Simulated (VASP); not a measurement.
# Li in VASP: single point with PBEsol

Aim: the single point of Li with PBEsol.

Everything below comes from runs of VASP 6.6.1. Logs are shortened: lines on timing, memory, paths and dates and some standing lists are left out, and cuts for length are marked.

## (1) The cell of the first run

The cell holds a slab with vacuum, 5 atoms: a = 3.554 Å, b = 3.554 Å, c = 31.520 Å, α = 90.00°, β = 90.00°, γ = 90.00°.

## (2) Single point, PBEsol

INCAR reads:

```
PREC = Accurate ; ENCUT = 520
EDIFF = 1E-6 ; ISMEAR = 0
SIGMA = 0.1 ; LREAL = False
LASPH = True ; NELM = 80
ALGO = Normal ; ISIF = 2
LWAVE = False ; LCHARG = True
LDIPOL = True ; IDIPOL = 3
DIPOL = 0.5 0.5 0.622 ; GGA = PS
LELF = True ; LVHAR = True
LVACPOTAV = True ; NBANDS = 16
```

KPOINTS reads:

```
regular mesh
0
Gamma
  10 10 1
```

POSCAR reads:

```
Li
1.0
    3.5538092279      0.0000000000      0.0000000000
    0.0000000000      3.5538092279      0.0000000000
    0.0000000000      0.0000000000     31.5204005589
Li
5
Direct
    0.7606116090      0.2393883910      0.5629516331
    0.2595099610      0.7404900390      0.5302803896
    0.2612101483      0.7387898517      0.6221782545
   -0.2361388368      1.2361388368      0.6706489071
    0.2637301524      0.7362698476      0.7247975145
```

Potentials or basis: VASP PAW PBE potentials, release 64 (Li_sv).

The run is started by

```
$ cat potpaw_PBE.64/Li_sv/POTCAR > POTCAR
$ mpirun -np 1 vasp_std > vasp.out
```

OUTCAR:

```text
PREC = Accurate
   ENCUT = 520
   EDIFF = 1E-6
   ISMEAR = 0
   LREAL = False
   LASPH = True
   NELM = 80
   ISIF = 2
   GGA = PS

 ion  position               nearest neighbor table
   1  0.761  0.239  0.563-
   2  0.260  0.740  0.530-
   3  0.261  0.739  0.622-
   4  0.764  0.236  0.671-
   5  0.264  0.736  0.725-

  LATTYP: Found a simple tetragonal cell.
 ALAT       =     3.5538092279
 C/A-ratio  =     8.8694689381

  Lattice vectors:

 A1 = (   3.5538092279,   0.0000000000,   0.0000000000)
 A2 = (   0.0000000000,   3.5538092279,   0.0000000000)
 A3 = (   0.0000000000,   0.0000000000,  31.5204005589)

Analysis of symmetry for initial positions (statically):
=====================================================================
 Subroutine PRICEL returns:
 Original cell was already a primitive cell.

 Routine SETGRP: Setting up the symmetry group for a
 simple tetragonal supercell.

 Subroutine GETGRP returns: Found  2 space group operations
 (whereof  2 operations were pure point group operations)
 out of a pool of 16 trial point group operations.

The static configuration has the point symmetry C_1h.

Analysis of symmetry for dynamics (positions and initial velocities):
=====================================================================
 Subroutine PRICEL returns:
 Original cell was already a primitive cell.

 Routine SETGRP: Setting up the symmetry group for a
 simple tetragonal supercell.

 Subroutine GETGRP returns: Found  2 space group operations
 (whereof  2 operations were pure point group operations)
 out of a pool of 16 trial point group operations.

The dynamic configuration has the point symmetry C_1h.

 Subroutine INISYM returns: Found  2 space group operations
 (whereof  2 operations are pure point group operations),
 and found     1 'primitive' translations

----------------------------------------------------------------------------------------

                                     Primitive cell

  volume of cell :     398.0888

  direct lattice vectors                    reciprocal lattice vectors
     3.553809228  0.000000000  0.000000000     0.281388205  0.000000000  0.000000000
     0.000000000  3.553809228  0.000000000     0.000000000  0.281388205  0.000000000
     0.000000000  0.000000000 31.520400559     0.000000000  0.000000000  0.031725485

  length of vectors
     3.553809228  3.553809228 31.520400559     0.281388205  0.281388205  0.031725485

  position of ions in fractional coordinates (direct lattice)
     0.760611609  0.239388391  0.562951633
     0.259509961  0.740490039  0.530280390
     0.261210148  0.738789852  0.622178254
     0.763861163  0.236138837  0.670648907
     0.263730152  0.736269848  0.724797514

  ion indices of the primitive-cell ions
   primitive index   ion index
                 1           1
                 2           2
                 3           3
                 4           4
                 5           5

----------------------------------------------------------------------------------------

 KPOINTS: regular mesh

Automatic generation of k-mesh.
 Grid dimensions read from file:
 generate k-points for:   10   10    1

 Generating k-lattice:

  Cartesian coordinates                     Fractional coordinates (reciprocal lattice)
     0.028138821  0.000000000  0.000000000     0.100000000  0.000000000  0.000000000
     0.000000000  0.028138821  0.000000000     0.000000000  0.100000000  0.000000000
     0.000000000  0.000000000  0.031725485     0.000000000  0.000000000  1.000000000

  Length of vectors
     0.028138821  0.028138821  0.031725485

  Shift w.r.t. Gamma in fractional coordinates (k-lattice)
     0.000000000  0.000000000  0.000000000

 Subroutine IBZKPT returns following result:
 ===========================================

 Found     31 irreducible k-points:

 Following reciprocal coordinates:
            Coordinates               Weight
  0.000000  0.000000  0.000000      1.000000
  0.100000  0.000000  0.000000      4.000000
  0.200000  0.000000  0.000000      4.000000
  0.300000  0.000000  0.000000      4.000000
  0.400000  0.000000  0.000000      4.000000
  0.500000  0.000000  0.000000      2.000000
[... 16 lines left out ...]
  0.300000  0.300000  0.000000      2.000000
 -0.300000  0.300000  0.000000      2.000000
 [... further k-points ...]
   k-points           NKPTS =     31   k-points in BZ     NKDIM =     31   number of bands    NBANDS=     16
   number of dos      NEDOS =    301   number of ions     NIONS =      5
   total plane-waves  NPLWV = 188160
   dimension x,y,z NGX =    28 NGY =   28 NGZ =  240
   dimension x,y,z NGXF=    56 NGYF=   56 NGZF=  480
   ions per type =               5
   NGX,Y,Z   is equivalent  to a cutoff of  13.10, 13.10, 12.66 a.u.
   NGXF,Y,Z  is equivalent  to a cutoff of  26.20, 26.20, 25.32 a.u.
 SYSTEM =  unknown system
   PREC   = accura    normal or accurate (medium, high low for compatibility)
   ISTART =      0    job   : 0-new  1-cont  2-samecut
   ICHARG =      2    charge: 1-file 2-atom 10-const
   ISPIN  =      1    spin polarized calculation?
   LNONCOLLINEAR =      F non collinear calculations
   LSORBIT =      F    spin-orbit coupling
   LASPH  =      T    aspherical Exc in radial PAW
   ENCUT  =  520.0 eV  38.22 Ry    6.18 a.u.   6.61  6.61 58.61*2*pi/ulx,y,z
   NELM   =     80;   NELMIN=  2; NELMDL= -5     # of ELM steps
   EDIFF  = 0.1E-05   stopping-criterion for ELM
   LREAL  =      F    real-space projection
   EDIFFG = 0.1E-04   stopping-criterion for IOM
   NSW    =      0    number of steps for IOM
   IBRION =     -1    ionic relax: 0-MD 1-quasi-New 2-CG
   NFREE  =      0    steps in history (QN), initial steepest desc. (CG)
   ISIF   =      2    stress and relaxation
   ISYM   =      2    0-nonsym 1-usesym 2-fastsym
   POTIM  = 0.5000    time-step for ionic-motion
   TEBEG  =    0.0;   TEEND  =   0.0 temperature during run
   PSTRESS=    0.0 pullay stress
   NELECT =      15.0000    total number of electrons
   NUPDOWN=      -1.0000    fix difference up-down
   EMIN   =  10.00;   EMAX   =-10.00  energy-range for DOS
   EFERMI =   0.00;   METHOD = LEGACY
   ISMEAR =     0;   SIGMA  =   0.10  broadening in eV -4-tet -1-fermi 0-gaus
   EFERMI_NEDOS =   21; number of points for ismear=-14 and -15
   IALGO  =     38    algorithm
   IMIX   =      4    mixing-type and parameters
     AMIX     =   0.40;   BMIX     =  1.00
     AMIX_MAG =   1.60;   BMIX_MAG =  1.00
  volume/ion in A,a.u.               =      79.62       537.29
  Fermi-wavevector in a.u.,A,eV,Ry     =   0.548839  1.037156  4.098410  0.301225
  Thomas-Fermi vector in A             =   1.579707
   LORBIT       =      0    0 simple, 1 ext, 2 COOP (PROOUT), +10 PAW based schemes
   GGA     = PS    functional components
   LHFCALC =     F    Hartree Fock is set to
   AEXX    =    0.0000 exact exchange contribution
   IVDW    =     0    specifies the selected vdW correction
   LEPSILON=     F    determine dielectric tensor
   LRPA    =     F    only Hartree local field effects (RPA)
 non-spin polarized calculation
 Gauss-broadening in eV      SIGMA  =   0.10
  energy-cutoff  :      520.00
  volume of cell :      398.09
 maximum number of plane-waves:     10779
 NGX is ok and might be reduce to    28
   NGX = 13   NGY = 13   NGZ =117

 dipolmoment           0.000000      0.000000      0.022409 electrons x Angstroem

 number of electron      14.9999979 magnetization

 dipolmoment           0.000000      0.000000     -0.028859 electrons x Angstroem

 Free energy of the ion-electron system (eV)
  ---------------------------------------------------
  ext. energy  EPLUGINS =         0.00000000
  ---------------------------------------------------
  free energy    TOTEN  =        -8.86598351 eV

  energy without entropy =       -8.85092071  energy(sigma->0) =       -8.85845211

 E-fermi :  -2.0628     XC(G=0):  -2.3286

 val. band max:       -2.0668720142   @ k =   0.5000   0.4000   0.0000
 cond. band min:      -2.0598652822   @ k =  -0.1000   0.4000   0.0000
 fundamental gap:      0.0070067320
 Fermi energy:        -2.0628387968

 k-point     1 :       0.0000    0.0000    0.0000
  band No.  band energies     occupation
      1     -48.8298      2.00000
      2     -48.5043      2.00000
      3     -48.0488      2.00000
      4     -48.0042      2.00000
      5     -47.9353      2.00000
      6      -5.3570      2.00000
[... 8 lines left out ...]
     15       2.5296      0.00000
     16       2.6476      0.00000

 k-point     2 :       0.1000    0.0000    0.0000
  band No.  band energies     occupation
      1     -48.8297      2.00000
      2     -48.5041      2.00000
      3     -48.0485      2.00000
      4     -48.0042      2.00000
      5     -47.9353      2.00000
      6      -5.2689      2.00000
[... 8 lines left out ...]
     15       2.0145      0.00000
     16       2.6025      0.00000

 k-point     3 :       0.2000    0.0000    0.0000
  band No.  band energies     occupation
      1     -48.8294      2.00000
      2     -48.5036      2.00000
      3     -48.0477      2.00000
      4     -48.0045      2.00000
      5     -47.9353      2.00000
      6      -5.0040      2.00000
[... 8 lines left out ...]
     15       1.9574      0.00000
     16       2.2077      0.00000

 k-point     4 :       0.3000    0.0000    0.0000
  band No.  band energies     occupation
      1     -48.8291      2.00000
      2     -48.5030      2.00000
      3     -48.0466      2.00000
      4     -48.0047      2.00000
      5     -47.9353      2.00000
      6      -4.5605      2.00000
[... 8 lines left out ...]
     15       2.3025      0.00000
     16       2.6624      0.00000
[... 324 lines left out ...]
 k-point    22 :       0.5000    0.2000    0.0000
  band No.  band energies     occupation
      1     -48.8284      2.00000
      2     -48.5019      2.00000
      3     -48.0451      2.00000
      4     -48.0047      2.00000
      5     -47.9350      2.00000
      6      -2.8415      2.00000
[... 8 lines left out ...]
     15       3.0004      0.00000
     16       3.4985      0.00000

 k-point    23 :       0.3000    0.3000    0.0000
  band No.  band energies     occupation
      1     -48.8284      2.00000
      2     -48.5021      2.00000
      3     -48.0454      2.00000
      4     -48.0045      2.00000
      5     -47.9349      2.00000
      6      -3.7881      2.00000
[... 8 lines left out ...]
     15       2.3131      0.00000
     16       2.9774      0.00000

 k-point    24 :      -0.3000    0.3000    0.0000
  band No.  band energies     occupation
      1     -48.8284      2.00000
      2     -48.5021      2.00000
      3     -48.0454      2.00000
      4     -48.0045      2.00000
      5     -47.9349      2.00000
      6      -3.7881      2.00000
[... 8 lines left out ...]
     15       2.3130      0.00000
     16       2.9775      0.00000

 [... further k-points ...]
[... 5 lines left out ...]
  --------------------------------------------------------------------------------------
  -------------------------------------------------------------------------------------
  Total       -0.1259882     -0.1259882      0.2228282     -0.0003086      0.0138962     -0.0138962
  in kB       -0.5070615     -0.5070615      0.8968107     -0.0012419      0.0559276     -0.0559276
  external PRESSURE =      -0.0391041 kB  Pullay stress =       0.0000000 kB

 VOLUME and BASIS-vectors are now :
 -----------------------------------------------------------------------------
  energy-cutoff  :      520.00
  volume of cell :      398.09
      direct lattice vectors                 reciprocal lattice vectors
     3.553809228  0.000000000  0.000000000     0.281388205  0.000000000  0.000000000
     0.000000000  3.553809228  0.000000000     0.000000000  0.281388205  0.000000000
     0.000000000  0.000000000 31.520400559     0.000000000  0.000000000  0.031725485

 POSITION                                       TOTAL-FORCE (eV/Angst)
 -----------------------------------------------------------------------------------
      2.70307      0.85074     17.74446        -0.005520      0.005520      0.591338
      0.92225      2.63156     16.71465         0.004811     -0.004811     -0.489266
      0.92829      2.62552     19.61131         0.007313     -0.007313     -0.120518
      2.71462      0.83919     21.13912        -0.007562      0.007562      0.033888
      0.93725      2.61656     22.84591         0.000958     -0.000958     -0.015442
 -----------------------------------------------------------------------------------
    total drift:                                0.002412     -0.002412     -0.001132

  FREE ENERGIE OF THE ION-ELECTRON SYSTEM (eV)
  ---------------------------------------------------
  free  energy   TOTEN  =        -8.8659835138 eV

  energy  without entropy=       -8.8509207126  energy(sigma->0) =       -8.85845211

 vacuum level on the upper side and lower side of the slab         0.818         1.232
```

Wall time 5.7 min (1 thread of Intel Xeon Platinum 8559C (Emerald Rapids), shared host); peak memory 0.48 GiB.

What came out:

```
Free energy   : -8.8660 eV
Largest force : 0.591 eV/Å
```

Forces in eV/Å, atoms in the order of the input:
```
Li  -0.006  0.006  0.591
Li   0.005 -0.005 -0.489
Li   0.007 -0.007 -0.121
Li  -0.008  0.008  0.034
Li   0.001 -0.001 -0.015
```

Levels at points of the mesh, in eV from the Fermi level:
```
           k point  band 5  band 6  band 7  band 8  band 9  band 10  band 11  band 12
(0.00, 0.00, 0.00)  -45.87   -3.29   -2.44   -1.09    0.14     1.80     2.81     3.07
(0.50, 0.00, 0.00)  -45.87   -1.09   -1.03   -0.40   -0.19     0.58     2.21     2.65
(0.50, 0.50, 0.00)  -45.87    0.18    0.18    1.17    1.17     2.85     2.99     3.04
```

Caveat: the cutoff is under 1.25 times the usual one of these potentials, so pressure, stress and relaxed cells hold a basis-set (Pulay) error; the PAW data sets were made with another functional, which shifts forces and pressure a little.
